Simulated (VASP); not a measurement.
The system is CuO (Tenorite).

```xyz
4
Lattice="2.2968 -1.6784 0.0000 2.2968 1.6784 0.0000 -0.8430 0.0000 4.9562" Properties=species:S:1:pos:R:3 pbc="T T T"
Cu    0.7269   -0.8285    2.4781
Cu    1.1484    0.8285    0.0000
O     1.6086    0.2783    3.7355
O     2.0301   -0.2783    1.2574
```

Base run:

```yaml
Program: VASP 6.6.1
Functional: LDA
Potentials_or_basis: VASP PAW LDA potentials, release 64 (Cu, O)
Cutoff: 520 eV
k_mesh: 10 × 10 × 5
Occupations: fermi-dirac, width 0.05 eV
Spin: no spin polarisation
```

Its results: band gap on the k mesh zero (band 17 reaches 6.50 eV, above the bottom of band 18 at 5.89 eV); pressure 3.1 GPa; largest force 0.899 eV/Å.

Q: The run is repeated on the same cell with these changes: potentials or basis from VASP PAW LDA potentials, release 64 (Cu, O) to VASP PAW LDA potentials, release 64 (Cu_sv_GW, O); cutoff from 520 eV to 700 eV; further incar settings from ALGO = Normal; EDIFF = 1e-06; NBANDS = 25 to ALGO = Normal; EDIFF = 1e-06; NBANDS = 33; valence electrons from 34 to 50. What comes out?

A: Band gap on the k mesh zero (band 25 reaches 6.44 eV, above the bottom of band 26 at 5.84 eV); pressure -0.3 GPa; largest force 0.889 eV/Å.

Caveats: semilocal functionals often make such compounds metallic where correlation or magnetic order opens a gap, which also shifts bond lengths.
